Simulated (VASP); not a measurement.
Wanted: the native input for a VASP 6.6.1 run.

| Property | Result |
| --- | --- |
| Task | single point |
| Functional | PBE |
| Dispersion | D3(BJ) |
| Potentials or basis | VASP PAW PBE potentials, release 64 (Al) |
| Cutoff | 520 eV |
| k mesh | 18 × 18 × 4 |
| Occupations | gaussian, width 0.15 eV |
| Spin | no spin polarisation |
| Dipole correction | no |
| Further INCAR settings | ALGO = Normal; EDIFF = 1e-07; NBANDS = 14 |

The structure of Al lies in POSCAR:

```
Al
1.0
    2.6174000000      0.0000000000      0.0000000000
   -1.3087000000      2.2667348919      0.0000000000
    0.0000000000      0.0000000000      8.4426000000
Al
4
Direct
    0.0000000000      0.0000000000      0.0000000000
    0.3333333333      0.6666666667      0.2500000000
    0.0000000000      0.0000000000      0.5000000000
    0.6666666667      0.3333333333      0.7500000000
```

The input as run:

INCAR

```
SYSTEM = Al
  PREC = Accurate
  ENCUT = 520
  EDIFF = 1E-7
  ISMEAR = 0
  SIGMA = 0.15
  LREAL = .False.
  LASPH = .True.
  NELM = 100
  ALGO = Normal
  ISIF = 2
  LWAVE = .False.
  LCHARG = .True.
  GGA = PE
  IVDW = 12
  LELF = .True.
  LVHAR = .True.
  NBANDS = 14
```

KPOINTS

```
Automatic mesh
0
Gamma
  18 18 4
  0 0 0
```

Potentials or basis: VASP PAW PBE potentials, release 64 (Al).

Run with:

```console
$ cat potpaw_PBE.64/Al/POTCAR > POTCAR
$ mpirun -np 1 vasp_std > vasp.out
```

Results of the run:

```yaml
Pressure: 33.7 GPa
Band_gap_on_the_k_mesh: zero (band 6 reaches 15.79 eV, above the bottom of band 7 at 9.42 eV)
Dispersion_energy_per_atom: -0.448 eV
```

Caveat: pairwise dispersion overbinds metals, which lowers pressure and volume.

Run time: 24 s on 1 thread of Intel(R) Xeon(R) 6975P-C (Granite Rapids) (shared host), peak memory 0.2 GiB.
